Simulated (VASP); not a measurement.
Input of a VASP 6.6.1 run:

File INCAR:

```
PREC = Accurate
ENCUT = 520
EDIFF = 1E-8
ISMEAR = -1
SIGMA = 0.05
LREAL = False
LASPH = True
NELM = 100
ALGO = Normal
ISIF = 2
LWAVE = False
LCHARG = False
GGA = PE
IBRION = 8
NSW = 1
```

KPOINTS

```
regular mesh
0
Gamma
  8 8 5
```

Contents of POSCAR:

```
Cd2S
1.0
    3.9626700490      0.0000000000      0.0000000000
   -1.9813350245      3.4317729293      0.0000000000
    0.0000000000      0.0000000000      5.8091920000
Cd S
2 1
Direct
    0.3333333333      0.6666666667      0.9327170000
    0.6666666667      0.3333333333      0.5787350000
    0.3333333333      0.6666666667      0.3657050000
```

Potentials or basis: VASP PAW PBE potentials, release 64 (Cd, S).

Command:

```bash
$ cat potpaw_PBE.64/Cd/POTCAR potpaw_PBE.64/S/POTCAR > POTCAR
$ mpirun -np 1 vasp_std > vasp.out
```

What does it give for the highest phonon frequency at Γ, LO-TO splitting left out?

261 cm⁻¹.

Phonon frequencies in cm⁻¹ (negative: imaginary):
```
              q point                  frequencies
(0.000, 0.000, 0.000)  -4 -4 0 3 3 135 197 197 261
```
